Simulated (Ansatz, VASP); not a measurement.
**Rb: VASP beside Ansatz**

```
Rb
1.0
    -2.68596    2.68596    2.68596
     2.68596   -2.68596    2.68596
     2.68596    2.68596   -2.68596
Rb
1
Direct
  0.00000 0.00000 0.00000
```

Alike in both runs: task single point; functional LDA; k mesh 8 × 8 × 8; occupations fermi-dirac, width 0.2 eV; no spin polarisation.

|  | VASP | Ansatz |
| --- | --- | --- |
| version | VASP 6.6.1 | Ansatz 0.2.0 |
| potentials or method | VASP PAW LDA potentials, release 64 (Rb_sv), cutoff 520 eV | plane waves (420 eV) with PAW, scalar-relativistic |
| valence electrons in the cell | 9 | 9 |

```csv
,VASP,Ansatz,Ansatz less VASP
pressure (GPa),0.0,0.0,0.00
```

Ansatz warns that its potentials were made for another functional, while VASP's fit it. LDA's correlation is that of Perdew and Zunger in VASP and of Perdew and Wang (1992) in Ansatz.
